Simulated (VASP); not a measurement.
A run of VASP 6.6.1 is set up as follows.

Contents of INCAR:

```
ALGO = Fast
EDIFF = 1E-7
ENCUT = 520
GGA = PE
ISIF = 2
ISMEAR = 0
LASPH = T
LCHARG = T
LELF = T
LREAL = F
LVHAR = T
LWAVE = F
NBANDS = 10
NELM = 60
PREC = Accurate
SIGMA = 0.15
```

KPOINTS

```
k-points
0
Gamma
  20 20 12
```

POSCAR

```
Al
1.0
   -1.5528098305      1.5528098305      1.6175102401
    1.5528098305     -1.5528098305      1.6175102401
    3.1056196609      3.1056196609      0.0000000000
Al
2
Direct
    0.0977047079     -0.0977047079      0.0000000000
    0.4022952921      0.5977047079      0.5000000000
```

Potentials or basis: VASP PAW PBE potentials, release 64 (Al).

Launch:

```sh
$ cat potpaw_PBE.64/Al/POTCAR > POTCAR
$ mpirun -np 1 vasp_std > vasp.out
```

**Question.** What does it give for the pressure?

**Answer.** 10.1 GPa.

**Question.** Predict the band gap on the k mesh.

**Answer.** Zero (band 3 reaches 13.92 eV, above the bottom of band 4 at 4.61 eV).

**Question.** Estimate the largest force.

**Answer.** 0.655 eV/Å.

Forces on the atoms (eV/Å):
```
Al   0.463 -0.463  0.000
Al  -0.463  0.463  0.000
```
